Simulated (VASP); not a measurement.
# ZnS (F-43m) in VASP: a series of runs, part 2 of 2

VASP 6.6.1. The steps go on from the part before.

### Step 3. Single point, r2SCAN

This run uses another cell than the first one, of 19.55 Å³/atom, 1.031 times its volume.

Input file POSCAR:

```
ZnS
1.0
    0.0000000000      2.6940955616      2.6940955616
    2.6940955616      0.0000000000      2.6940955616
    2.6940955616      2.6940955616      0.0000000000
Zn S
1 1
Direct
    0.2500000000      0.2500000000      0.2500000000
    0.0000000000      0.0000000000      0.0000000000
```

Input file INCAR.step1:

```
SYSTEM = ZnS
ALGO = Normal ; EDIFF = 1E-4
ENCUT = 520 ; GGA = PE
ISMEAR = 0 ; LASPH = .TRUE.
LCHARG = .FALSE. ; LREAL = .FALSE.
LWAVE = .TRUE. ; NBANDS = 16
NELM = 80 ; PREC = Accurate
SIGMA = 0.01
```

Input file INCAR.step2:

```
SYSTEM = ZnS
ALGO = Normal ; EDIFF = 1E-7
ENCUT = 520 ; ISIF = 2
ISMEAR = 0 ; ISTART = 1
LASPH = .TRUE. ; LCHARG = .FALSE.
LMIXTAU = .TRUE. ; LREAL = .FALSE.
LWAVE = .FALSE. ; METAGGA = R2SCAN
NBANDS = 16 ; NELM = 80
PREC = Accurate ; SIGMA = 0.01
```

Input file KPOINTS:

```
k-points
0
G
  6 6 6
  0 0 0
```

Potentials or basis: VASP PAW PBE potentials, release 64 (Zn, S).

Launch:

```
$ cat potpaw_PBE.64/Zn/POTCAR potpaw_PBE.64/S/POTCAR > POTCAR
$ cp INCAR.step1 INCAR
$ mpirun -np 1 vasp_std > vasp.out
$ cp INCAR.step2 INCAR
$ mpirun -np 1 vasp_std > vasp.out
```

Wall time 56 s (1 thread of Intel Xeon Platinum 8259CL at 2.50GHz (Skylake/Cascade Lake), shared host); peak memory 0.16 GiB.

Results (log left out):

```
Free energy            : -18.8639 eV
Pressure               : 0.1 GPa
Band gap on the k mesh : 2.72 eV, direct
```

Levels at points of the mesh, in eV from the valence-band top:
```tsv
k point	band 6	band 7	band 8	band 9	band 10	band 11	band 12	band 13
(0.00, 0.00, 0.00)	-5.98	0.00	0.00	0.00	2.72	6.89	6.89	6.89
(0.50, 0.00, 0.00)	-5.78	-5.46	-0.90	-0.90	3.83	7.39	7.39	9.45
(0.50, 0.50, 0.00)	-5.76	-4.65	-2.31	-2.31	3.71	4.48	11.83	12.88
```

Caveat: the PAW data sets were made with another functional, which shifts forces and pressure a little.

### Step 4. Single point, r2SCAN (volume changed by +3%)

Input file POSCAR:

```
ZnS
1.0
    0.0000000000      2.7207715100      2.7207715100
    2.7207715100      0.0000000000      2.7207715100
    2.7207715100      2.7207715100      0.0000000000
Zn S
1 1
Direct
    0.2500000000      0.2500000000      0.2500000000
    0.0000000000      0.0000000000      0.0000000000
```

Input file INCAR.step1:

```
SYSTEM = ZnS
PREC     = Accurate       ! precision mode
ENCUT    = 520            ! plane-wave cutoff, eV
ISMEAR   = 0              ! smearing method
SIGMA    = 0.01           ! smearing width, eV
LREAL    = .False.        ! projectors in reciprocal space
LASPH    = .True.         ! aspherical terms in the spheres
NELM     = 60             ! most SCF steps
NBANDS   = 16             ! bands
GGA      = PE             ! functional
ALGO     = Normal         ! electronic algorithm
EDIFF    = 1E-4           ! SCF threshold, eV
LWAVE    = .True.         ! write WAVECAR
LCHARG   = .False.        ! write CHGCAR
```

Input file INCAR.step2:

```
SYSTEM = ZnS
PREC     = Accurate       ! precision mode
ENCUT    = 520            ! plane-wave cutoff, eV
EDIFF    = 1E-7           ! SCF threshold, eV
ISMEAR   = 0              ! smearing method
SIGMA    = 0.01           ! smearing width, eV
LREAL    = .False.        ! projectors in reciprocal space
LASPH    = .True.         ! aspherical terms in the spheres
NELM     = 60             ! most SCF steps
ALGO     = Normal         ! electronic algorithm
ISIF     = 2              ! what is computed and relaxed
LWAVE    = .False.        ! write WAVECAR
LCHARG   = .True.         ! write CHGCAR
METAGGA  = R2SCAN         ! meta-GGA
LMIXTAU  = .True.       
LELF     = .True.         ! ELF
LVHAR    = .True.       
NBANDS   = 16             ! bands
ISTART   = 1
```

Input file KPOINTS:

```
Automatic mesh
0
Gamma
  6 6 6
  0 0 0
```

Launch:

```
$ cat potpaw_PBE.64/Zn/POTCAR potpaw_PBE.64/S/POTCAR > POTCAR
$ cp INCAR.step1 INCAR
$ mpirun -np 1 vasp_std > vasp.out
$ cp INCAR.step2 INCAR
$ mpirun -np 1 vasp_std > vasp.out
```

Run time: 87 s. Hardware: 1 thread of Intel Xeon Platinum 8259CL at 2.50GHz (Skylake/Cascade Lake), shared host; peak memory 0.17 GiB.

The run converged. Its results:

```yaml
Free_energy: -18.8564 eV
Pressure: -2.1 GPa
Band_gap_on_the_k_mesh: 2.58 eV, direct
```

Levels at points of the mesh, in eV from the valence-band top:
| k point | band 7 | band 8 | band 9 | band 10 | band 11 | band 12 |
| --- | --- | --- | --- | --- | --- | --- |
| (0.00, 0.00, 0.00) | 0.00 | 0.00 | 0.00 | 2.58 | 6.92 | 6.92 |
| (0.50, 0.00, 0.00) | -5.25 | -0.86 | -0.86 | 3.77 | 7.41 | 7.41 |
| (0.50, 0.50, 0.00) | -4.53 | -2.20 | -2.20 | 3.77 | 4.48 | 11.60 |

Caveat: the cell differs from its parent crystal (volume changed by +3%); the PAW data sets were made with another functional, which shifts forces and pressure a little.

### Step 5. Single point, r2SCAN (volume changed by +6%)

Input file POSCAR:

```
ZnS
1.0
    0.0000000000      2.7469343795      2.7469343795
    2.7469343795      0.0000000000      2.7469343795
    2.7469343795      2.7469343795      0.0000000000
Zn S
1 1
Direct
    0.2500000000      0.2500000000      0.2500000000
    0.0000000000      0.0000000000      0.0000000000
```

Input file INCAR.step1:

```
  PREC = Accurate
  ENCUT = 520
  ISMEAR = 0
  SIGMA = 0.01
  LREAL = False
  LASPH = True
  NELM = 60
  NBANDS = 16
  GGA = PE
  ALGO = Normal
  EDIFF = 1E-4
  LWAVE = True
  LCHARG = False
```

Input file INCAR.step2:

```
  PREC = Accurate
  ENCUT = 520
  EDIFF = 1E-6
  ISMEAR = 0
  SIGMA = 0.01
  LREAL = False
  LASPH = True
  NELM = 60
  ALGO = Normal
  ISIF = 2
  LWAVE = False
  LCHARG = False
  METAGGA = R2SCAN
  LMIXTAU = True
  NBANDS = 16
  ISTART = 1
```

Input file KPOINTS:

```
regular mesh
0
Gamma
  6 6 6
```

Launch:

```
$ cat potpaw_PBE.64/Zn/POTCAR potpaw_PBE.64/S/POTCAR > POTCAR
$ cp INCAR.step1 INCAR
$ mpirun -np 1 vasp_std > vasp.out
$ cp INCAR.step2 INCAR
$ mpirun -np 1 vasp_std > vasp.out
```

Wall time 62 s (1 thread of Intel Xeon Platinum 8259CL at 2.50GHz (Skylake/Cascade Lake), shared host); peak memory 0.17 GiB.

It converged, with:

```
Free energy            : -18.8338 eV
Pressure               : -4.0 GPa
Band gap on the k mesh : 2.45 eV, direct
```

Levels at points of the mesh, in eV from the valence-band top:
```tsv
k point	band 6	band 7	band 8	band 9	band 10	band 11	band 12	band 13
(0.00, 0.00, 0.00)	-5.83	0.00	0.00	0.00	2.45	6.93	6.93	6.93
(0.50, 0.00, 0.00)	-5.65	-5.06	-0.82	-0.82	3.71	7.42	7.42	9.21
(0.50, 0.50, 0.00)	-5.64	-4.42	-2.10	-2.10	3.83	4.48	11.38	12.47
```

Caveat: the cell differs from its parent crystal (volume changed by +6%); the PAW data sets were made with another functional, which shifts forces and pressure a little.

### Step 6. Single point, PBE

This run uses another cell than the first one, of 19.55 Å³/atom, 1.031 times its volume.

Input file INCAR:

```
  PREC = Accurate
  ENCUT = 520
  EDIFF = 1E-7
  ISMEAR = 0
  SIGMA = 0.01
  LREAL = False
  LASPH = True
  NELM = 80
  ALGO = Normal
  ISIF = 2
  LWAVE = False
  LCHARG = False
  GGA = PE
  NBANDS = 16
```

Input file KPOINTS:

```
regular mesh
0
Gamma
  8 8 8
```

Input file POSCAR:

```
ZnS
1.0
    0.0000000000      2.6940955616      2.6940955616
    2.6940955616      0.0000000000      2.6940955616
    2.6940955616      2.6940955616      0.0000000000
Zn S
1 1
Direct
    0.2500000000      0.2500000000      0.2500000000
    0.0000000000      0.0000000000      0.0000000000
```

Potentials or basis: VASP PAW PBE potentials, release 64 (Zn, S).

Launch:

```
$ cat potpaw_PBE.64/Zn/POTCAR potpaw_PBE.64/S/POTCAR > POTCAR
$ mpirun -np 1 vasp_std > vasp.out
```

It took 24 s on 1 thread of Intel Xeon Platinum 8259CL at 2.50GHz (Skylake/Cascade Lake), shared host; peak memory 0.16 GiB.

It converged, with:

```
Free energy            : -6.8425 eV
Pressure               : 2.5 GPa
Band gap on the k mesh : 2.15 eV, direct
```

Levels at points of the mesh, in eV from the valence-band top:
```csv
k point,band 6,band 7,band 8,band 9,band 10,band 11,band 12,band 13
"(0.00, 0.00, 0.00)",-5.87,0.00,0.00,0.00,2.15,6.39,6.39,6.39
"(0.50, 0.00, 0.00)",-5.66,-5.35,-0.88,-0.88,3.33,6.92,6.92,8.91
"(0.50, 0.50, 0.00)",-5.65,-4.59,-2.25,-2.25,3.39,4.07,11.04,12.03
```

### Step 7. Single point, r2SCAN

This run uses another cell than the first one, of 19.55 Å³/atom, 1.031 times its volume.

POSCAR is that of step 6.

Input file INCAR.step1:

```
PREC = Accurate
ENCUT = 520
ISMEAR = 0
SIGMA = 0.01
LREAL = F
LASPH = T
NELM = 100
NBANDS = 16
GGA = PE
ALGO = Normal
EDIFF = 1E-4
LWAVE = T
LCHARG = F
```

Input file INCAR.step2:

```
PREC = Accurate
ENCUT = 520
EDIFF = 1E-7
ISMEAR = 0
SIGMA = 0.01
LREAL = F
LASPH = T
NELM = 100
ALGO = Normal
ISIF = 2
LWAVE = F
LCHARG = T
METAGGA = R2SCAN
LMIXTAU = T
LELF = T
LVHAR = T
NBANDS = 16
ISTART = 1
```

KPOINTS is that of step 6.

Launch:

```
$ cat potpaw_PBE.64/Zn/POTCAR potpaw_PBE.64/S/POTCAR > POTCAR
$ cp INCAR.step1 INCAR
$ mpirun -np 1 vasp_std > vasp.out
$ cp INCAR.step2 INCAR
$ mpirun -np 1 vasp_std > vasp.out
```

Run time: 96 s. Hardware: 1 thread of Intel Xeon Platinum 8259CL at 2.50GHz (Skylake/Cascade Lake), shared host; peak memory 0.17 GiB.

It converged, with:

```yaml
Free_energy: -18.8662 eV
Pressure: 0.1 GPa
Band_gap_on_the_k_mesh: 2.72 eV, direct
```

Levels at points of the mesh, in eV from the valence-band top:
| k point | band 5 | band 6 | band 7 | band 8 | band 9 | band 10 | band 11 | band 12 | band 13 | band 14 |
| --- | --- | --- | --- | --- | --- | --- | --- | --- | --- | --- |
| (0.00, 0.00, 0.00) | -5.98 | -5.98 | 0.00 | 0.00 | 0.00 | 2.72 | 6.90 | 6.90 | 6.90 | 12.31 |
| (0.50, 0.00, 0.00) | -5.95 | -5.78 | -5.46 | -0.90 | -0.90 | 3.83 | 7.39 | 7.39 | 9.45 | 12.91 |
| (0.50, 0.50, 0.00) | -5.90 | -5.76 | -4.65 | -2.31 | -2.31 | 3.71 | 4.48 | 11.83 | 12.89 | 12.89 |

Caveat: the PAW data sets were made with another functional, which shifts forces and pressure a little.

### Step 8. The runs side by side

| level | cell | k mesh | gap on the mesh (eV) | pressure (GPa) |
| --- | --- | --- | --- | --- |
| r2SCAN | a = 3.772 Å, angles 60.0°, 2 atoms | 6 × 6 × 6 | 2.86 | 2.6 |
| r2SCAN | a = 3.810 Å, angles 60.0°, 2 atoms | 6 × 6 × 6 | 2.72 | 0.1 |
| r2SCAN | a = 3.848 Å, angles 60.0°, 2 atoms | 6 × 6 × 6 | 2.58 | -2.1 |
| r2SCAN | a = 3.885 Å, angles 60.0°, 2 atoms | 6 × 6 × 6 | 2.45 | -4.0 |
| PBE | a = 3.810 Å, angles 60.0°, 2 atoms | 8 × 8 × 8 | 2.15 | 2.5 |
| r2SCAN | a = 3.810 Å, angles 60.0°, 2 atoms | 8 × 8 × 8 | 2.72 | 0.1 |

Alike in all rows: task single point; potentials or basis VASP PAW PBE potentials, release 64 (Zn, S); no spin polarisation; cutoff (eV) 520; smearing gaussian 0.01 eV.

Caveats: the PAW data sets were made with another functional, which shifts forces and pressure a little (some runs).

Absolute energies hang on the potentials; compare differences alone.

### Step 9. Comparison with measurements

Step 3. Against the measured gap of ZnS, 3.85 eV (direct; 19 K; quoted in “Electronic, vibrational, and thermodynamic properties of ZnS (zincblende and rocksalt structure)”, 2009, arxiv:0911.5022), the calculated 2.72 eV is off by -1.13 eV. The value is that of r2SCAN, without temperature or zero-point motion.

Step 6. Against the measured gap of ZnS, 3.85 eV (direct; 19 K; quoted in “Electronic, vibrational, and thermodynamic properties of ZnS (zincblende and rocksalt structure)”, 2009, arxiv:0911.5022), the calculated 2.15 eV is off by -1.70 eV. The value is that of PBE, without temperature or zero-point motion. Semilocal functionals fall short of measured gaps as a rule.

Step 7. A measured gap of ZnS is 3.85 eV (direct; 19 K; quoted in “Electronic, vibrational, and thermodynamic properties of ZnS (zincblende and rocksalt structure)”, 2009, arxiv:0911.5022); the calculated 2.72 eV misses it by -1.13 eV. The value is that of r2SCAN, without temperature or zero-point motion.
